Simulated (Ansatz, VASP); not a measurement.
# Two plane-wave programs on TiO2

```
Ti O
1.0
    -1.79610    1.79610    5.52193
     1.79610   -1.79610    5.52193
     1.79610    1.79610   -5.52193
Ti O
2 4
Cartesian
  0.0000 0.0000 0.0000
  0.0000 1.7961 2.7610
  0.0000 0.0000 2.2665
  0.0000 1.7961 5.0275
  0.0000 1.7961 0.4945
  0.0000 0.0000 8.7774
```

Alike in both runs: task single point; functional PBE; k mesh 8 × 8 × 8; occupations gaussian, width 0.05 eV; no spin polarisation; Hubbard terms Ti d U = 4.0 eV.

|  | VASP | Ansatz |
| --- | --- | --- |
| version | VASP 6.6.1 | Ansatz 0.2.0 |
| potentials or method | VASP PAW PBE potentials, release 64 (Ti_sv, O), cutoff 520 eV | scalar-relativistic, plane waves, PAW |
| valence electrons in the cell | 48 | 48 |

VASP gave:

| Quantity | Value |
| --- | --- |
| gap on the k mesh at the Fermi level (eV) | 2.92 |
| least direct gap on the mesh (eV) | 3.06 |
| pressure (GPa) | 12.4 |
| traceless stress, the component that is largest in VASP (GPa) | -21.65 |
| rms of the force components (eV/Å) | 0.666 |

Question: Which values does Ansatz return?

Answer: gap on the k mesh at the Fermi level (eV): 2.80; least direct gap on the mesh (eV): 3.04; pressure (GPa): 7.6; traceless stress, the component that is largest in VASP (GPa): -18.13; rms of the force components (eV/Å): 0.630.

The programs project onto different local orbitals, so the same U acts differently, and such runs can settle in different states. Atom by atom the forces differ by 0.036 eV/Å (rms over components).
